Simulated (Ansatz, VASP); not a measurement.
**One calculation of Ga, two programs**

```xyz
2
Lattice="1.4784 -4.1447 0.0000 1.4784 4.1447 0.0000 0.0000 0.0000 3.2322" Properties=species:S:1:pos:R:3 pbc="T T T"
Ga    1.4784    3.0422    2.4241
Ga    1.4784   -3.0422    0.8080
```

Alike in both runs: task single point; functional PBE; k mesh 10 × 10 × 8; occupations fermi-dirac, width 0.05 eV; no spin polarisation.

|  | VASP | Ansatz |
| --- | --- | --- |
| version | VASP 6.6.1 | Ansatz 0.2.0 |
| potentials or method | VASP PAW PBE potentials, release 64 (Ga_d) | Ansatz PAW soft_1 |
| plane-wave cutoff (eV) | 520 | 420 |
| valence electrons in the cell | 26 | 26 |

VASP gave:

- gap on the k mesh at the Fermi level (eV): none
- pressure (GPa): -1.3
- traceless stress, the component that is largest in VASP (GPa): -1.06
- rms of the force components (eV/Å): 0.110

What did Ansatz give for the same quantities?

gap on the k mesh at the Fermi level (eV): none; pressure (GPa): -1.4; traceless stress, the component that is largest in VASP (GPa): -1.04; rms of the force components (eV/Å): 0.109.

Atom by atom the forces differ by 0.001 eV/Å (rms over components). A gap of «none» marks a metal or a gap that the smearing closes.
